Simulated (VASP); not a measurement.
Set up this calculation in VASP 6.6.1, as the native input.

| Item | Value |
| --- | --- |
| Task | single point |
| Functional | LDA |
| Potentials or basis | VASP PAW LDA potentials, release 64 (H, Si, Hf_pv) |
| Cutoff | 520 eV |
| k mesh | 2 × 2 × 1 |
| Occupations | fermi-dirac, width 0.02 eV |
| Spin | no spin polarisation |
| Dipole correction | no |
| Further INCAR settings | LREAL = Auto; ALGO = Normal; EDIFF = 1e-07; NBANDS = 69 |

The structure of HfSi20H8 lies in POSCAR:

```
HfSi20H8
1.0
    7.6791800000      0.0000000000      0.0000000000
    0.0000000000      7.6791800000      0.0000000000
    0.0000000000      0.0000000000     18.2555000000
H Si Hf
8 20 1
Direct
    0.4093920184      0.0000000000      0.0547780121
    0.0906079816      0.0000000000      0.0547780121
    0.9093920184      0.0000000000      0.0547780121
    0.5906079816      0.0000000000      0.0547780121
    0.4093920184      0.5000000000      0.0547780121
    0.0906079816      0.5000000000      0.0547780121
    0.9093920184      0.5000000000      0.0547780121
    0.5906079816      0.5000000000      0.0547780121
    0.2500000000      0.0000000000      0.1021883816
    0.7500000000      0.0000000000      0.1021883816
    0.2500000000      0.5000000000      0.1021883816
    0.7500000000      0.5000000000      0.1021883816
    0.2593840749      0.2500591209      0.1706456137
    0.7394562961      0.2510137801      0.1714827860
    0.2562660336      0.7482172576      0.1791966805
    0.7434171357      0.7504659352      0.1791065706
    0.0002560169      0.2757372532      0.2317228780
    0.4985360416      0.2466772494      0.2482202076
   -0.0001761907      0.7503566787      0.2499513571
    0.4997408577      0.7481832696      0.2604193257
    0.0027238585      0.0383193258      0.3051442579
    0.4964938965      0.0120287583      0.3302305607
    0.0017697202      0.4860571051      0.3229922489
    0.4886137582      0.4813692347      0.3286207992
    0.2322764931      0.0847887405      0.3960182959
    0.7680490625      0.0620238098      0.3934214346
    0.2377533799      0.4330510549      0.4030522308
    0.7514850544      0.3784233473      0.3790349210
    1.0246061428      0.8103819679      0.4017587029
```

The input as run:

INCAR

```
PREC = Accurate
ENCUT = 520
EDIFF = 1E-7
ISMEAR = -1
SIGMA = 0.02
LREAL = Auto
LASPH = T
NELM = 80
ALGO = Normal
ISIF = 2
LWAVE = F
LCHARG = F
NBANDS = 69
```

KPOINTS

```
Automatic mesh
0
Gamma
  2 2 1
```

Potentials or basis: VASP PAW LDA potentials, release 64 (H, Si, Hf_pv).

Launch:

```sh
$ cat potpaw_LDA.64/H/POTCAR potpaw_LDA.64/Si/POTCAR potpaw_LDA.64/Hf_pv/POTCAR > POTCAR
$ mpirun -np 1 vasp_std > vasp.out
```

It gave:

```yaml
Largest_force: 0.495 eV/Å
```

Caveat: the k points lie up to 0.41 Å⁻¹ apart.

Run time: 33 min on 1 thread of AMD EPYC 7R13, on a shared host, peak memory 0.74 GiB.
